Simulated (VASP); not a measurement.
Crystal: Au.

```
Au
1.0
    -1.65727    1.65727    1.65727
     1.65727   -1.65727    1.65727
     1.65727    1.65727   -1.65727
Au
1
Direct
  0.00000 0.00000 0.00000
```

- Program: VASP 6.6.1
- Task: relaxation of cell and atoms
- Functional: PBEsol
- Dispersion: D3(BJ)
- Potentials or basis: VASP PAW PBE potentials, release 64 (Au)
- Cutoff: 600 eV
- k mesh: 11 × 11 × 11
- Occupations: fermi-dirac, width 0.05 eV
- Spin: no spin polarisation

At the start: pressure -14.3 GPa; volume 18.21 Å³/atom.

Q: Where does the relaxation end?

A: Over 7 steps the energy falls by 86.1 meV/atom and the volume is 16.49 Å³/atom (-9.4 %); space group Im-3m (No. 229, to 0.05 Å).

Step by step:
| step | energy change (eV) | largest force (eV/Å) | pressure (GPa) | volume (Å³) |
| --- | --- | --- | --- | --- |
| 1 | 0.0000 | 0.0000 | -14.32 | 18.21 |
| 2 | 0.1725 | 0.0000 | 43.33 | 14.25 |
| 3 | -0.0859 | 0.0000 | -0.84 | 16.56 |
| 4 | -0.0861 | 0.0000 | -0.13 | 16.51 |
| 5 | -0.0860 | 0.0000 | 0.26 | 16.47 |
| 6 | -0.0860 | 0.0000 | -0.43 | 16.53 |
| 7 | -0.0861 | 0.0000 | 0.01 | 16.49 |

Final structure:
```cif
data_structure
_symmetry_space_group_name_H-M 'P 1'
_symmetry_Int_Tables_number 1
_cell_length_a 2.7774
_cell_length_b 2.7774
_cell_length_c 2.7774
_cell_angle_alpha 109.471
_cell_angle_beta 109.471
_cell_angle_gamma 109.471
_cell_volume 16.49
loop_
_atom_site_label
_atom_site_type_symbol
_atom_site_fract_x
_atom_site_fract_y
_atom_site_fract_z
_atom_site_occupancy
Au1 Au 0.00000 0.00000 0.00000 1
```

Caveat: the PAW data sets were made with another functional, which shifts forces and pressure a little; pairwise dispersion overbinds metals, which lowers pressure and volume.
